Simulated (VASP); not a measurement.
Wanted: the native input for a VASP 6.6.1 run.

```yaml
Task: single point
Functional: PBE
Potentials_or_basis: VASP PAW PBE potentials, release 64 (Y_sv)
Cutoff: 520 eV
k_mesh: 6 × 6 × 4
Occupations: gaussian, width 0.05 eV
Spin: no spin polarisation
Dipole_correction: no
Further_INCAR_settings: ALGO = Normal; EDIFF = 1e-07; NBANDS = 18
```

The structure of Y lies in POSCAR:

```
Y
1.0
    3.6666960685      0.0000000000      0.0000000000
   -1.8333480343      3.1754519433      0.0000000000
    0.0000000000      0.0000000000      5.6666977170
Y
2
Direct
    0.3333333333      0.6666666667      0.7500000000
    0.6666666667      0.3333333333      0.2500000000
```

The input as run:

INCAR

```
ALGO = Normal
EDIFF = 1E-7
ENCUT = 520
GGA = PE
ISIF = 2
ISMEAR = 0
LASPH = True
LCHARG = False
LREAL = False
LWAVE = False
NBANDS = 18
NELM = 80
PREC = Accurate
SIGMA = 0.05
```

KPOINTS

```
k-points
0
Gamma
  6 6 4
```

Potentials or basis: VASP PAW PBE potentials, release 64 (Y_sv).

Command:

```sh
$ cat potpaw_PBE.64/Y_sv/POTCAR > POTCAR
$ mpirun -np 1 vasp_std > vasp.out
```

It gave:

The pressure is -0.1 GPa. The band gap on the k mesh is zero (bands 11 and 12 overlap by 1.48 eV).

It took 29 s on 1 thread of Intel(R) Xeon(R) Platinum 8259CL CPU @ 2.50GHz (Skylake/Cascade Lake), with other jobs on the host, peak memory 0.19 GiB.
